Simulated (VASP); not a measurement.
# Te (P6/mmm) in VASP: notebook

Runs on Te. Level: PBE. Tasks: single point, relaxation of cell and atoms.

Program: VASP 6.6.1. These are calculated values, not measurements. Logs are shortened: lines on timing, memory, paths and dates and some standing lists are left out, and cuts for length are marked.

### Step 1. The cell of the first run

The structure is hexagonal, space group P6/mmm (No. 191). Conventional cell: a = 5.567 Å, b = 5.567 Å, c = 3.046 Å, α = 90.00°, β = 90.00°, γ = 120.00°. Te (site symmetry -6m2) has 5 Te at 3.05 to 3.21 Å within 4.0 Å.

This isn't the form of Te at room conditions, which is trigonal, of chains.

### Step 2. Single point, PBE

Contents of INCAR:

```
ALGO = Normal ; EDIFF = 1E-6
ENCUT = 500 ; GGA = PE
GGA_COMPAT = False ; ISIF = 2
ISMEAR = 0 ; LASPH = True
LCHARG = True ; LELF = True
LREAL = False ; LVHAR = True
LWAVE = False ; NBANDS = 13
NELM = 120 ; PREC = Accurate
SIGMA = 0.1
```

Contents of KPOINTS:

```
k-points
0
Gamma
  12 12 18
```

Contents of POSCAR:

```
Te
1.0
    5.5670702437      0.0000000000      0.0000000000
   -2.7835351219      4.8212242557      0.0000000000
    0.0000000000      0.0000000000      3.0462596492
Te
2
Direct
    0.3333333333      0.6666666667      0.0000000000
    0.6666666667      0.3333333333      0.0000000000
```

Potentials or basis: VASP PAW PBE potentials, release 64 (Te).

Started as:

```bash
> cat potpaw_PBE.64/Te/POTCAR > POTCAR
> mpirun -np 1 vasp_std > vasp.out
```

OUTCAR:

```text
EDIFF = 1E-6
   ENCUT = 500
   GGA = PE
   ISIF = 2
   ISMEAR = 0
   LASPH = True
   LREAL = False
   NELM = 120
   PREC = Accurate

 ion  position               nearest neighbor table
   1  0.333  0.667  0.000-   2 3.21   2 3.21   2 3.21
   2  0.667  0.333  0.000-   1 3.21   1 3.21   1 3.21

  LATTYP: Found a hexagonal cell.
 ALAT       =     5.5670702437
 C/A-ratio  =     0.5471926015

  Lattice vectors:

 A1 = (   5.5670702437,   0.0000000000,   0.0000000000)
 A2 = (  -2.7835351219,   4.8212242557,   0.0000000000)
 A3 = (   0.0000000000,   0.0000000000,   3.0462596492)

Analysis of symmetry for initial positions (statically):
=====================================================================
 Subroutine PRICEL returns:
 Original cell was already a primitive cell.

 Routine SETGRP: Setting up the symmetry group for a
 hexagonal supercell.

 Subroutine GETGRP returns: Found 24 space group operations
 (whereof 24 operations were pure point group operations)
 out of a pool of 24 trial point group operations.

The static configuration has the point symmetry D_6h.

Analysis of symmetry for dynamics (positions and initial velocities):
=====================================================================
 Subroutine PRICEL returns:
 Original cell was already a primitive cell.

 Routine SETGRP: Setting up the symmetry group for a
 hexagonal supercell.

 Subroutine GETGRP returns: Found 24 space group operations
 (whereof 24 operations were pure point group operations)
 out of a pool of 24 trial point group operations.

The dynamic configuration has the point symmetry D_6h.

 Subroutine INISYM returns: Found 24 space group operations
 (whereof 24 operations are pure point group operations),
 and found     1 'primitive' translations

----------------------------------------------------------------------------------------

                                     Primitive cell

  volume of cell :      81.7619

  direct lattice vectors                    reciprocal lattice vectors
     5.567070244  0.000000000  0.000000000     0.179627696  0.103708099  0.000000000
    -2.783535122  4.821224256  0.000000000     0.000000000  0.207416197  0.000000000
     0.000000000  0.000000000  3.046259649     0.000000000  0.000000000  0.328271426

  length of vectors
     5.567070244  5.567070244  3.046259649     0.207416197  0.207416197  0.328271426

  position of ions in fractional coordinates (direct lattice)
     0.333333333  0.666666667  0.000000000
     0.666666667  0.333333333  0.000000000

  ion indices of the primitive-cell ions
   primitive index   ion index
                 1           1
                 2           2

----------------------------------------------------------------------------------------

 KPOINTS: k-points

Automatic generation of k-mesh.
 Grid dimensions read from file:
 generate k-points for:   12   12   18

 Generating k-lattice:

  Cartesian coordinates                     Fractional coordinates (reciprocal lattice)
     0.014968975  0.008642342  0.000000000     0.083333333  0.000000000  0.000000000
     0.000000000  0.017284683  0.000000000     0.000000000  0.083333333  0.000000000
     0.000000000  0.000000000  0.018237301     0.000000000  0.000000000  0.055555556

  Length of vectors
     0.017284683  0.017284683  0.018237301

  Shift w.r.t. Gamma in fractional coordinates (k-lattice)
     0.000000000  0.000000000  0.000000000

 Subroutine IBZKPT returns following result:
 ===========================================

 Found    190 irreducible k-points:

 Following reciprocal coordinates:
            Coordinates               Weight
  0.000000  0.000000  0.000000      1.000000
  0.083333  0.000000  0.000000      6.000000
  0.166667  0.000000  0.000000      6.000000
  0.250000  0.000000  0.000000      6.000000
  0.333333  0.000000  0.000000      6.000000
  0.416667  0.000000  0.000000      6.000000
[... 16 lines left out ...]
  0.250000  0.000000  0.055556     12.000000
  0.333333  0.000000  0.055556     12.000000
 [... further k-points ...]
   k-points           NKPTS =    190   k-points in BZ     NKDIM =    190   number of bands    NBANDS=     13
   number of dos      NEDOS =    301   number of ions     NIONS =      2
   total plane-waves  NPLWV =  42336
   dimension x,y,z NGX =    42 NGY =   42 NGZ =   24
   dimension x,y,z NGXF=    84 NGYF=   84 NGZF=   48
   ions per type =               2
   NGX,Y,Z   is equivalent  to a cutoff of  12.54, 12.54, 13.10 a.u.
   NGXF,Y,Z  is equivalent  to a cutoff of  25.08, 25.08, 26.20 a.u.
 SYSTEM =  unknown system
   PREC   = accura    normal or accurate (medium, high low for compatibility)
   ISTART =      0    job   : 0-new  1-cont  2-samecut
   ICHARG =      2    charge: 1-file 2-atom 10-const
   ISPIN  =      1    spin polarized calculation?
   LNONCOLLINEAR =      F non collinear calculations
   LSORBIT =      F    spin-orbit coupling
   LASPH  =      T    aspherical Exc in radial PAW
   ENCUT  =  500.0 eV  36.75 Ry    6.06 a.u.  10.15 10.15  5.55*2*pi/ulx,y,z
   NELM   =    120;   NELMIN=  2; NELMDL= -5     # of ELM steps
   EDIFF  = 0.1E-05   stopping-criterion for ELM
   LREAL  =      F    real-space projection
   EDIFFG = 0.1E-04   stopping-criterion for IOM
   NSW    =      0    number of steps for IOM
   IBRION =     -1    ionic relax: 0-MD 1-quasi-New 2-CG
   NFREE  =      0    steps in history (QN), initial steepest desc. (CG)
   ISIF   =      2    stress and relaxation
   ISYM   =      2    0-nonsym 1-usesym 2-fastsym
   POTIM  = 0.5000    time-step for ionic-motion
   TEBEG  =    0.0;   TEEND  =   0.0 temperature during run
   PSTRESS=    0.0 pullay stress
   NELECT =      12.0000    total number of electrons
   NUPDOWN=      -1.0000    fix difference up-down
   EMIN   =  10.00;   EMAX   =-10.00  energy-range for DOS
   EFERMI =   0.00;   METHOD = LEGACY
   ISMEAR =     0;   SIGMA  =   0.10  broadening in eV -4-tet -1-fermi 0-gaus
   EFERMI_NEDOS =   21; number of points for ismear=-14 and -15
   IALGO  =     38    algorithm
   IMIX   =      4    mixing-type and parameters
     AMIX     =   0.40;   BMIX     =  1.00
     AMIX_MAG =   1.60;   BMIX_MAG =  1.00
  volume/ion in A,a.u.               =      40.88       275.88
  Fermi-wavevector in a.u.,A,eV,Ry     =   0.863545  1.631863 10.145998  0.745710
  Thomas-Fermi vector in A             =   1.981510
   LORBIT       =      0    0 simple, 1 ext, 2 COOP (PROOUT), +10 PAW based schemes
   GGA     = PE    functional components
   LHFCALC =     F    Hartree Fock is set to
   AEXX    =    0.0000 exact exchange contribution
   IVDW    =     0    specifies the selected vdW correction
   LEPSILON=     F    determine dielectric tensor
   LRPA    =     F    only Hartree local field effects (RPA)
 non-spin polarized calculation
 Gauss-broadening in eV      SIGMA  =   0.10
  energy-cutoff  :      500.00
  volume of cell :       81.76
 maximum number of plane-waves:      2105
 NGX is ok and might be reduce to    42
   NGX = 21   NGY = 21   NGZ = 11

 number of electron      12.0000003 magnetization

 Free energy of the ion-electron system (eV)
  ---------------------------------------------------
  ext. energy  EPLUGINS =         0.00000000
  ---------------------------------------------------
  free energy    TOTEN  =        -5.85136112 eV

  energy without entropy =       -5.84359759  energy(sigma->0) =       -5.84747936

 E-fermi :   4.1734     XC(G=0):  -8.0267

 val. band max:        4.1615911889   @ k =   0.3333   0.1667   0.3333
 cond. band min:       4.1745118600   @ k =   0.4167   0.0833   0.2778
 fundamental gap:      0.0129206711
 Fermi energy:         4.1734061963

 k-point     1 :       0.0000    0.0000    0.0000
  band No.  band energies     occupation
      1      -9.0978      2.00000
      2      -6.6128      2.00000
      3      -0.1446      2.00000
      4      -0.1446      2.00000
      5       3.0516      2.00000
      6       3.0516      2.00000
      7       6.8818      0.00000
      8       7.8594      0.00000
      9       8.8115      0.00000
     10      11.8267      0.00000
     11      12.9621      0.00000
     12      12.9621      0.00000
     13      15.1760      0.00000

 k-point     2 :       0.0833    0.0000    0.0000
  band No.  band energies     occupation
      1      -9.0709      2.00000
      2      -6.6714      2.00000
      3      -0.1832      2.00000
      4      -0.0855      2.00000
      5       3.0340      2.00000
      6       3.1460      2.00000
      7       6.9051      0.00000
      8       8.0182      0.00000
      9       8.7729      0.00000
     10      11.7630      0.00000
     11      12.5526      0.00000
     12      12.7369      0.00000
     13      15.0404      0.00000

 k-point     3 :       0.1667    0.0000    0.0000
  band No.  band energies     occupation
      1      -8.9915      2.00000
      2      -6.8340      2.00000
      3      -0.2810      2.00000
      4       0.0682      2.00000
      5       3.0101      2.00000
      6       3.4046      2.00000
      7       6.9735      0.00000
      8       8.4574      0.00000
      9       8.6635      0.00000
     10      11.2163      0.00000
     11      12.1392      0.00000
     12      12.2175      0.00000
     13      14.7345      0.00000

 k-point     4 :       0.2500    0.0000    0.0000
  band No.  band energies     occupation
      1      -8.8645      2.00000
      2      -7.0684      2.00000
      3      -0.4002      2.00000
      4       0.2564      2.00000
      5       3.0400      2.00000
      6       3.7674      2.00000
      7       7.0820      0.00000
      8       8.5004      0.00000
      9       9.0184      0.00000
     10      10.4203      0.00000
     11      11.3819      0.00000
     12      12.2782      0.00000
     13      14.3572      0.00000

 k-point     5 :       0.3333    0.0000    0.0000
  band No.  band energies     occupation
      1      -8.7020      2.00000
      2      -7.3322      2.00000
      3      -0.5068      2.00000
      4       0.4135      2.00000
      5       3.1560      2.00000
      6       4.1545      1.21048
      7       7.2195      0.00000
      8       8.3098      0.00000
      9       8.9776      0.00000
     10      10.4991      0.00000
     11      10.6669      0.00000
     12      12.4367      0.00000
     13      13.9707      0.00000
[... 257 lines left out ...]
 k-point    22 :       0.1667    0.0000    0.0556
  band No.  band energies     occupation
      1      -8.9472      2.00000
      2      -6.7889      2.00000
      3      -0.2394      2.00000
      4       0.1100      2.00000
      5       3.0532      2.00000
      6       3.4473      2.00000
      7       6.4378      0.00000
      8       8.2060      0.00000
      9       8.5036      0.00000
     10      11.3387      0.00000
     11      12.1770      0.00000
     12      12.7185      0.00000
     13      15.1619      0.00000

 k-point    23 :       0.2500    0.0000    0.0556
  band No.  band energies     occupation
      1      -8.8202      2.00000
      2      -7.0235      2.00000
      3      -0.3585      2.00000
      4       0.2985      2.00000
      5       3.0829      2.00000
      6       3.8098      2.00000
      7       6.5496      0.00000
      8       8.0324      0.00000
      9       9.0635      0.00000
     10      10.4926      0.00000
     11      11.4217      0.00000
     12      12.8273      0.00000
     13      14.7888      0.00000

 k-point    24 :       0.3333    0.0000    0.0556
  band No.  band energies     occupation
      1      -8.6576      2.00000
      2      -7.2874      2.00000
      3      -0.4650      2.00000
      4       0.4560      2.00000
      5       3.1983      2.00000
      6       4.1966      0.74283
      7       6.6919      0.00000
      8       7.8294      0.00000
      9       9.0296      0.00000
     10      10.5562      0.00000
     11      10.7080      0.00000
     12      12.9862      0.00000
     13      14.4158      0.00000

 [... further k-points ...]

------------------------ aborting loop because EDIFF is reached ----------------------------------------

  FORCE on cell =-STRESS in cart. coord.  units (eV):
  Direction    XX          YY          ZZ          XY          YZ          ZX
  --------------------------------------------------------------------------------------
  -------------------------------------------------------------------------------------
  Total       -0.0164053     -0.0164053     -0.0383837      0.0000000     -0.0000000      0.0000000
  in kB       -0.3214727     -0.3214727     -0.7521528      0.0000000     -0.0000000      0.0000000
  external PRESSURE =      -0.4650327 kB  Pullay stress =       0.0000000 kB

 VOLUME and BASIS-vectors are now :
 -----------------------------------------------------------------------------
  energy-cutoff  :      500.00
  volume of cell :       81.76
      direct lattice vectors                 reciprocal lattice vectors
     5.567070244  0.000000000  0.000000000     0.179627696  0.103708099  0.000000000
    -2.783535122  4.821224256  0.000000000     0.000000000  0.207416197  0.000000000
     0.000000000  0.000000000  3.046259649     0.000000000  0.000000000  0.328271426

 POSITION                                       TOTAL-FORCE (eV/Angst)
 -----------------------------------------------------------------------------------
     -0.00000      3.21415      0.00000        -0.000000     -0.000000      0.000000
      2.78354      1.60707      0.00000         0.000000      0.000000     -0.000000
 -----------------------------------------------------------------------------------
    total drift:                                0.000000     -0.000000      0.000000

  FREE ENERGIE OF THE ION-ELECTRON SYSTEM (eV)
  ---------------------------------------------------
  free  energy   TOTEN  =        -5.8513611234 eV

  energy  without entropy=       -5.8435975948  energy(sigma->0) =       -5.84747936
```

Run time: 1.8 min. Hardware: 1 thread of Intel Xeon Platinum 8375C at 2.90GHz (Ice Lake), shared host; peak memory 0.3 GiB.

What came out:

```
Free energy            : -5.8514 eV
Pressure               : 0.0 GPa
Band gap on the k mesh : zero (bands 6 and 7 overlap by 2.51 eV)
```

Caveat: spin-orbit coupling is left out, which moves the levels of the heavy elements.

### Step 3. Relaxation of cell and atoms, PBE

This run uses another cell than the first one.

Contents of INCAR:

```
  PREC = Accurate
  ENCUT = 500
  EDIFF = 1E-7
  ISMEAR = 0
  SIGMA = 0.1
  LREAL = F
  LASPH = T
  NELM = 120
  ALGO = Normal
  ISIF = 3
  LWAVE = F
  LCHARG = F
  GGA = PE
  IBRION = 2
  NSW = 100
  EDIFFG = -0.01
  GGA_COMPAT = F
  NELMIN = 4
```

Contents of KPOINTS:

```
regular mesh
0
Gamma
  12 12 10
```

Contents of POSCAR:

```
Te
1.0
    5.0933955311      0.0000000000      0.0000000000
   -2.5466977656      4.4110099215      0.0000000000
    0.0000000000      0.0000000000      5.7291394258
Te
2
Direct
    0.3333333333      0.6666666667      0.0000000000
    0.6666666667      0.3333333333      0.0000000000
```

Potentials or basis: VASP PAW PBE potentials, release 64 (Te).

Started as:

```bash
> cat potpaw_PBE.64/Te/POTCAR > POTCAR
> mpirun -np 1 vasp_std > vasp.out
```

Run time: 29 min. Hardware: 1 thread of Intel Xeon Platinum 8375C at 2.90GHz (Ice Lake), shared host; peak memory 0.37 GiB.

The run converged. Its results:

- Free energy: -5.8537 eV
- Relaxed volume: 40.55 Å³/atom
- Relaxed cell: a = 5.529 Å, b = 5.529 Å, c = 3.063 Å, α = 90.00°, β = 90.00°, γ = 120.00°
- Space group after relaxing (to 0.1 Å): P6/mmm (No. 191)
- Pressure after relaxing: 0.0 GPa
- Band gap on the k mesh: zero (bands 6 and 7 overlap by 2.46 eV)

Final structure:
```yaml
crystal:
  lattice:
    - [5.52947, 0.00000, 0.00000]
    - [-2.76474, 4.78866, 0.00000]
    - [0.00000, 0.00000, 3.06257]
  atoms:
    - { symbol: Te, position: [0.33333, 0.66667, 0.00000] }
    - { symbol: Te, position: [0.66667, 0.33333, 0.00000] }
```

Levels at points of the mesh, in eV from the Fermi level:
```csv
k point,band 2,band 3,band 4,band 5,band 6,band 7,band 8,band 9,band 10
"(0.00, 0.00, 0.00)",-10.74,-4.37,-4.37,-1.11,-1.11,2.51,3.68,4.52,7.48
"(0.50, 0.00, 0.00)",-11.86,-4.84,-3.66,-0.73,0.48,3.07,3.72,4.09,5.79
"(0.00, 0.00, 0.50)",-8.37,-5.85,-3.69,-2.53,-2.53,0.89,0.89,4.20,4.20
"(0.50, 0.00, 0.50)",-9.59,-5.25,-4.57,-2.96,-1.61,1.18,2.29,3.57,3.92
```

Caveat: the volume moved by over 15 % at a fixed basis, so the end points are rough; the relaxation moved the vacuum too, so the length across it says nothing of the material; spin-orbit coupling is left out, which moves the levels of the heavy elements.

### Step 4. Relaxation of cell and atoms, PBE

This run uses another cell than the first one, of 40.61 Å³/atom.

Contents of INCAR:

```
SYSTEM = Te
ALGO = Normal ; EDIFF = 1E-7
EDIFFG = -0.01 ; ENCUT = 500
GGA = PE ; GGA_COMPAT = .False.
IBRION = 2 ; ISIF = 3
ISMEAR = 0 ; LASPH = .True.
LCHARG = .False. ; LREAL = .False.
LWAVE = .False. ; NELM = 120
NELMIN = 4 ; NSW = 100
PREC = Accurate ; SIGMA = 0.1
```

Contents of KPOINTS:

```
k-points
0
Gamma
  12 12 18
  0 0 0
```

Contents of POSCAR:

```
Te
1.0
    5.5331136704      0.0000000000      0.0000000000
   -2.7665568352      4.7918170005      0.0000000000
    0.0000000000      0.0000000000      3.0629737038
Te
2
Direct
    0.3333333333      0.6666666667      0.0000000000
    0.6666666667      0.3333333333      0.0000000000
```

Started as:

```bash
> cat potpaw_PBE.64/Te/POTCAR > POTCAR
> mpirun -np 1 vasp_std > vasp.out
```

Wall time 3.3 min (1 thread of Intel Xeon Platinum 8375C at 2.90GHz (Ice Lake), shared host); peak memory 0.29 GiB.

Results (log left out):

* Free energy: -5.8514 eV
* Relaxed volume: 40.84 Å³/atom
* Relaxed cell: a = 5.566 Å, b = 5.566 Å, c = 3.044 Å, α = 90.00°, β = 90.00°, γ = 120.00°
* Space group after relaxing (to 0.1 Å): P6/mmm (No. 191)
* Energy gained by relaxing: 0.5 meV/atom
* Ionic steps: 4
* Pressure after relaxing: 0.0 GPa
* Band gap on the k mesh: zero (bands 6 and 7 overlap by 2.51 eV)

The path:
```
step  energy change (eV)  largest force (eV/Å)  pressure (GPa)  volume (Å³)
   1              0.0000                0.0000            0.07        81.21
   2             -0.0007                0.0000            0.04        81.42
   3             -0.0010                0.0000           -0.02        81.75
   4             -0.0010                0.0000           -0.01        81.69
```

Final structure:
```yaml
crystal:
  lattice:
    - [5.56627, 0.00000, 0.00000]
    - [-2.78314, 4.82054, 0.00000]
    - [0.00000, 0.00000, 3.04442]
  atoms:
    - { symbol: Te, position: [0.33333, 0.66667, 0.00000] }
    - { symbol: Te, position: [0.66667, 0.33333, 0.00000] }
```

Levels at points of the mesh, in eV from the Fermi level:
```tsv
k point	band 2	band 3	band 4	band 5	band 6	band 7	band 8	band 9	band 10
(0.00, 0.00, 0.00)	-10.79	-4.32	-4.32	-1.13	-1.13	2.72	3.68	4.65	7.66
(0.50, 0.00, 0.00)	-11.86	-4.78	-3.64	-0.79	0.41	3.27	3.89	4.10	5.78
(0.00, 0.00, 0.50)	-8.35	-5.83	-3.75	-2.42	-2.42	0.93	0.93	4.22	4.22
(0.50, 0.00, 0.50)	-9.51	-5.25	-4.59	-2.84	-1.53	1.17	2.27	3.61	3.96
```

Caveat: spin-orbit coupling is left out, which moves the levels of the heavy elements.

### Step 5. The runs side by side

| task | cell | k mesh | gap on the mesh (eV) | pressure (GPa) | relaxed volume (Å³/atom) |
| --- | --- | --- | --- | --- | --- |
| single point | a = 5.567, b = 5.567, c = 3.046 Å, angles 90.0, 90.0, 120.0°, 2 atoms | 12 × 12 × 18 | none | 0.0 | - |
| relaxation of cell and atoms | relaxed from a = 5.093, b = 5.093, c = 5.729 Å, angles 90.0, 90.0, 120.0°, 2 atoms | 12 × 12 × 10 | none | 0.0 | 40.55 |
| relaxation of cell and atoms | relaxed from a = 5.533, b = 5.533, c = 3.063 Å, angles 90.0, 90.0, 120.0°, 2 atoms | 12 × 12 × 18 | none | 0.0 | 40.84 |

Alike in all rows: level PBE; potentials or basis VASP PAW PBE potentials, release 64 (Te); no spin polarisation; cutoff (eV) 500; smearing gaussian 0.1 eV.

Caveats: spin-orbit coupling is left out, which moves the levels of the heavy elements; the volume moved by over 15 % at a fixed basis, so the end points are rough (at least some runs); the relaxation moved the vacuum too, so the length across it says nothing of the material (at least some runs).

Absolute energies hang on the potentials; compare differences alone.
